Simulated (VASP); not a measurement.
Here is a VASP 6.6.1 calculation.

File INCAR:

```
PREC = Accurate ; ENCUT = 600
EDIFF = 1E-7 ; ISMEAR = 0
SIGMA = 0.1 ; LREAL = F
LASPH = T ; NELM = 80
ALGO = Normal ; ISIF = 3
LWAVE = F ; LCHARG = F
GGA = PE ; IBRION = 2
NSW = 100 ; EDIFFG = -0.01
```

The input KPOINTS:

```
Automatic mesh
0
Gamma
  12 12 12
```

File POSCAR:

```
CdSi3
1.0
    4.1429158890      0.0000000000      0.0000000000
    0.0000000000      4.1429158890      0.0000000000
    0.0000000000      0.0000000000      4.0223810153
Cd Si
1 3
Direct
    0.0000000000      0.0000000000      0.0000000000
    0.0000000000      0.5000000000      0.5000000000
    0.5000000000      0.0000000000      0.5000000000
    0.5000000000      0.5000000000      0.0000000000
```

Potentials or basis: VASP PAW PBE potentials, release 64 (Cd, Si).

Launch:

```console
$ cat potpaw_PBE.64/Cd/POTCAR potpaw_PBE.64/Si/POTCAR > POTCAR
$ mpirun -np 1 vasp_std > vasp.out
```

(1) What does it give for the space group after relaxing (to 0.1 Å)?

(2) What does it give for the relaxed cell?

(3) What does it give for the relaxed volume?

## Answers

(1) P4/mmm (No. 123).

(2) a = 4.175 Å, b = 4.175 Å, c = 4.051 Å, α = 90.00°, β = 90.00°, γ = 90.00°.

(3) 17.65 Å³/atom.
